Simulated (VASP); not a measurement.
Runs of VASP 6.6.1 on LiF. The structure is that of space group Fm-3m (No. 225), or close to it. The cells are those of the table. 

```csv
level,cell,k mesh,cutoff (eV),gap on the mesh (eV),pressure (GPa)
PBE,"a = 2.797 Å, angles 60.0°, 2 atoms",3 × 3 × 3,750,9.56,6.5
PBE,"a = 2.909 Å, angles 60.0°, 2 atoms",4 × 4 × 4,750,8.53,-2.7
r2SCAN,"a = 2.835 Å, angles 60.0°, 2 atoms",4 × 4 × 4,830,10.39,-1.4
PBE,"a = 2.758 Å, angles 60.0°, 2 atoms",4 × 4 × 4,750,(a),10.3
PBE,"a = 2.909 Å, angles 60.0°, 2 atoms",3 × 3 × 3,750,8.52,-2.4
PBE,"a = 2.835 Å, angles 60.0°, 2 atoms",3 × 3 × 3,750,9.18,2.9
PBE,"a = 2.797 Å, angles 60.0°, 2 atoms",4 × 4 × 4,750,(b),6.0
PBE,"a = 2.835 Å, angles 60.0°, 2 atoms",2 × 2 × 2,750,9.04,8.0
PBE,"a = 2.835 Å, angles 60.0°, 2 atoms",8 × 8 × 8,750,9.20,2.4
```

Alike in all rows: task single point; potentials or basis VASP PAW PBE potentials, release 64 (Li_sv, F); no spin polarisation; smearing gaussian 0.01 eV.

Estimate the missing entries.

(a) 9.99; (b) 9.57.

Caveats: some runs use coarse meshes; the PAW data sets were made with another functional, which shifts forces and pressure a little (some runs).

A k mesh can miss the band edges.
